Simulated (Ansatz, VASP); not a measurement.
One calculation of Ba, two programs

```xyz
1
Lattice="-2.5125 2.5125 2.5125 2.5125 -2.5125 2.5125 2.5125 2.5125 -2.5125" Properties=species:S:1:pos:R:3 pbc="T T T"
Ba    0.0000    0.0000    0.0000
```

Alike in both runs: task single point; functional PBE; k mesh 9 × 9 × 9; no spin polarisation.

|  | VASP | Ansatz |
| --- | --- | --- |
| version | VASP 6.6.1 | Ansatz 0.2.0 |
| potentials or method | VASP PAW PBE potentials, release 64 (Ba_sv), cutoff 520 eV | plane waves (420 eV) with PAW, scalar-relativistic |
| occupations | methfessel-paxton of order 1, width 0.2 eV | cold, width 0.2 eV |
| valence electrons in the cell | 10 | 10 |

```tsv
	VASP	Ansatz	Ansatz less VASP
pressure (GPa)	0.0	0.0	-0.06
```

Neither program's run includes spin-orbit coupling.
